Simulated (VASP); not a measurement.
# W (Fm-3m) in VASP: a series of runs, part 2 of 2

VASP 6.6.1.

## 5. Single point, PBE (volume scaled by 0.88)

Contents of INCAR:

```
PREC = Accurate ; ENCUT = 520
EDIFF = 1E-6 ; ISMEAR = -1
SIGMA = 0.1 ; LREAL = F
LASPH = T ; NELM = 60
ALGO = Normal ; ISIF = 2
LWAVE = F ; LCHARG = F
GGA = PE ; NBANDS = 13
```

Contents of KPOINTS:

```
regular mesh
0
Gamma
  18 18 18
```

Contents of POSCAR:

```
W
1.0
    0.0000000000      1.9346600426      1.9346600426
    1.9346600426      0.0000000000      1.9346600426
    1.9346600426      1.9346600426      0.0000000000
W
1
Direct
    0.0000000000      0.0000000000      0.0000000000
```

Potentials or basis: VASP PAW PBE potentials, release 64 (W_sv).

The run is started by

```bash
$ cat potpaw_PBE.64/W_sv/POTCAR > POTCAR
$ mpirun -np 1 vasp_std > vasp.out
```

OUTCAR:

```text
PREC = Accurate
   ENCUT = 520
   EDIFF = 1E-6
   ISMEAR = -1
   LREAL = F
   LASPH = T
   NELM = 60
   ISIF = 2
   GGA = PE

 ion  position               nearest neighbor table
   1  0.000  0.000  0.000-

  LATTYP: Found a face centered cubic cell.
 ALAT       =     3.8693200852

  Lattice vectors:

 A1 = (   0.0000000000,   1.9346600426,   1.9346600426)
 A2 = (   1.9346600426,   0.0000000000,   1.9346600426)
 A3 = (   1.9346600426,   1.9346600426,   0.0000000000)

Analysis of symmetry for initial positions (statically):
[... 551 lines left out ...]
      5       5.1355      2.00000
      6      10.3614      2.00000
      7      12.0322      1.85815
      8      12.1964      1.43441
      9      14.6513      0.00000
     10      15.9059      0.00000
     11      26.1805      0.00000
     12      30.3966      0.00000
     13      34.8818      0.00000

 [... further k-points ...]
[... 5 lines left out ...]
  --------------------------------------------------------------------------------------
  -------------------------------------------------------------------------------------
  Total        4.3176166      4.3176166      4.3176166      0.0000000     -0.0000000      0.0000000
  in kB      477.6509805    477.6509805    477.6509805      0.0000000     -0.0000000      0.0000000
  external PRESSURE =     477.6509805 kB  Pullay stress =       0.0000000 kB

 VOLUME and BASIS-vectors are now :
 -----------------------------------------------------------------------------
  energy-cutoff  :      520.00
  volume of cell :       14.48
      direct lattice vectors                 reciprocal lattice vectors
     0.000000000  1.934660043  1.934660043    -0.258443338  0.258443338  0.258443338
     1.934660043  0.000000000  1.934660043     0.258443338 -0.258443338  0.258443338
     1.934660043  1.934660043  0.000000000     0.258443338  0.258443338 -0.258443338

 POSITION                                       TOTAL-FORCE (eV/Angst)
 -----------------------------------------------------------------------------------
      0.00000      0.00000      0.00000        -0.000000      0.000000      0.000000
 -----------------------------------------------------------------------------------
    total drift:                                0.000000     -0.000000      0.000000

  FREE ENERGIE OF THE ION-ELECTRON SYSTEM (eV)
  ---------------------------------------------------
  free  energy   TOTEN  =       -12.2231798370 eV

  energy  without entropy=      -12.1879901498  energy(sigma->0) =      -12.20558499
```

OSZICAR:

```text
N       E                     dE             d eps       ncg     rms          rms(c)
DAV:   1     0.847523143821E+02    0.84752E+02   -0.74884E+03  5078   0.124E+03
DAV:   2    -0.110967598067E+02   -0.95849E+02   -0.92187E+02  5620   0.321E+02
DAV:   3    -0.127245076444E+02   -0.16277E+01   -0.16212E+01  5600   0.398E+01
DAV:   4    -0.127306975473E+02   -0.61899E-02   -0.61897E-02  5670   0.268E+00
DAV:   5    -0.127307421109E+02   -0.44564E-04   -0.44564E-04  5760   0.216E-01    0.240E+01
DAV:   6    -0.123422279982E+02    0.38851E+00   -0.29409E-01  5395   0.741E+00    0.106E+01
DAV:   7    -0.122269657847E+02    0.11526E+00   -0.18012E-01  5615   0.549E+00    0.396E-01
DAV:   8    -0.122231782732E+02    0.37875E-02   -0.42540E-03  5150   0.871E-01    0.437E-02
DAV:   9    -0.122231802977E+02   -0.20245E-05   -0.53202E-05  6005   0.870E-02    0.391E-02
DAV:  10    -0.122231796259E+02    0.67183E-06   -0.10606E-05  5475   0.439E-02    0.389E-03
DAV:  11    -0.122231798370E+02   -0.21112E-06   -0.14801E-07  3450   0.490E-03
   1 F= -.12223180E+02 E0= -.12205585E+02  d E =-.351897E-01
```

Run time: 27 s. Hardware: 1 thread of Intel Xeon 6975P-C, shared host; peak memory 0.15 GiB.

Results:

- Free energy: -12.2232 eV
- Pressure: 47.8 GPa
- Band gap on the k mesh: zero (band 7 reaches 16.17 eV, above the bottom of band 8 at 11.56 eV)

Levels at points of the mesh, in eV from the Fermi level:
| k point | band 3 | band 4 | band 5 | band 6 | band 7 | band 8 | band 9 | band 10 | band 11 | band 12 |
| --- | --- | --- | --- | --- | --- | --- | --- | --- | --- | --- |
| (0.00, 0.00, 0.00) | -36.88 | -36.88 | -9.62 | -0.73 | -0.73 | -0.73 | 3.00 | 3.00 | 12.92 | 18.78 |
| (0.50, 0.00, 0.00) | -37.10 | -37.10 | -6.31 | -1.02 | -1.02 | 1.10 | 5.98 | 5.98 | 12.32 | 12.61 |
| (0.50, 0.50, 0.00) | -37.50 | -37.50 | -6.43 | -5.37 | 3.88 | 5.95 | 6.87 | 6.87 | 12.89 | 12.89 |

Caveat: the cell differs from its parent crystal (volume scaled by 0.88); spin-orbit coupling is left out, which moves the levels of the heavy elements.

## 6. Single point, PBE

This run uses another cell than the first one, of 16.46 Å³/atom, 1.471 times its volume.

Contents of INCAR:

```
SYSTEM = W
PREC = Accurate ; ENCUT = 520
EDIFF = 1E-6 ; ISMEAR = -1
SIGMA = 0.1 ; LREAL = .False.
LASPH = .True. ; NELM = 100
ALGO = Normal ; ISIF = 2
LWAVE = .False. ; LCHARG = .False.
GGA = PE ; NBANDS = 13
```

Contents of KPOINTS:

```
Automatic mesh
0
Gamma
  18 18 18
  0 0 0
```

Contents of POSCAR:

```
W
1.0
    0.0000000000      2.0188796853      2.0188796853
    2.0188796853      0.0000000000      2.0188796853
    2.0188796853      2.0188796853      0.0000000000
W
1
Direct
    0.0000000000      0.0000000000      0.0000000000
```

Potentials or basis: VASP PAW PBE potentials, release 64 (W_sv).

The run is started by

```bash
$ cat potpaw_PBE.64/W_sv/POTCAR > POTCAR
$ mpirun -np 1 vasp_std > vasp.out
```

Run time: 36 s. Hardware: 1 thread of Intel Xeon 6975P-C, shared host; peak memory 0.17 GiB.

It converged, with:

```
Free energy            : -12.4927 eV
Pressure               : 0.5 GPa
Band gap on the k mesh : zero (band 7 reaches 13.48 eV, above the bottom of band 8 at 9.90 eV)
```

Levels at points of the mesh, in eV from the Fermi level:
| k point | band 4 | band 5 | band 6 | band 7 | band 8 | band 9 | band 10 | band 11 |
| --- | --- | --- | --- | --- | --- | --- | --- | --- |
| (0.00, 0.00, 0.00) | -37.32 | -8.99 | -0.56 | -0.56 | -0.56 | 2.55 | 2.55 | 12.77 |
| (0.50, 0.00, 0.00) | -37.47 | -5.60 | -0.79 | -0.79 | 0.61 | 5.01 | 5.01 | 10.24 |
| (0.50, 0.50, 0.00) | -37.73 | -5.48 | -4.51 | 3.02 | 4.98 | 5.74 | 5.74 | 11.71 |

Caveat: spin-orbit coupling is left out, which moves the levels of the heavy elements.

## 7. Summary

| cell | gap on the mesh (eV) | pressure (GPa) |
| --- | --- | --- |
| a = 2.511 Å, angles 60.0°, 1 atom | none | 234.5 |
| a = 2.628 Å, angles 60.0°, 1 atom | none | 116.4 |
| a = 2.736 Å, angles 60.0°, 1 atom | none | 47.8 |
| a = 2.855 Å, angles 60.0°, 1 atom | none | 0.5 |

Alike in all rows: task single point; level PBE; potentials or basis VASP PAW PBE potentials, release 64 (W_sv); no spin polarisation; k mesh 18 × 18 × 18; cutoff (eV) 520; smearing fermi-dirac 0.1 eV.

Caveats: spin-orbit coupling is left out, which moves the levels of the heavy elements.

Absolute energies hang on the potentials; compare differences alone.
